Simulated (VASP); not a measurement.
Set up this calculation in VASP 6.6.1, as the native input.

- Task: single point
- Functional: PBE
- Potentials or basis: VASP PAW PBE potentials, release 64 (Ta_pv, N)
- Cutoff: 520 eV
- k mesh: 4 × 4 × 4
- Occupations: gaussian, width 0.1 eV
- Spin: no spin polarisation
- Dipole correction: no
- Further INCAR settings: ALGO = Normal; EDIFF = 1e-06; NBANDS = 32

The structure of Ta4N lies in POSCAR:

```
Ta4N
1.0
    4.5610398400      0.0000000000      0.0000000000
    0.0000000000      4.5610398400      0.0000000000
    0.0000000000      0.0000000000      4.5610398400
Ta N
4 1
Direct
    0.2437810800      0.7562189200      0.7562189200
    0.7562189200      0.2437810800      0.7562189200
    0.7562189200      0.7562189200      0.2437810800
    0.2437810800      0.2437810800      0.2437810800
    0.0000000000      0.0000000000      0.0000000000
```

One way to write it, as run:

INCAR

```
SYSTEM = Ta4N
PREC = Accurate
ENCUT = 520
EDIFF = 1E-6
ISMEAR = 0
SIGMA = 0.1
LREAL = .False.
LASPH = .True.
NELM = 100
ALGO = Normal
ISIF = 2
LWAVE = .False.
LCHARG = .False.
GGA = PE
NBANDS = 32
```

KPOINTS

```
Automatic mesh
0
Gamma
  4 4 4
  0 0 0
```

Potentials or basis: VASP PAW PBE potentials, release 64 (Ta_pv, N).

Command:

```bash
$ cat potpaw_PBE.64/Ta_pv/POTCAR potpaw_PBE.64/N/POTCAR > POTCAR
$ mpirun -np 1 vasp_std > vasp.out
```

Results of the run:

```json
{
  "Pressure": "-8.7 GPa",
  "Largest force": "2.510 eV/Å"
}
```

Caveat: forces of over 1 eV/Å act on the atoms, so gaps and moduli don't describe the material at rest.

Wall time 16 s on 1 thread of Intel(R) Xeon(R) 6975P-C (Granite Rapids), on a shared host, peak memory 0.2 GiB.
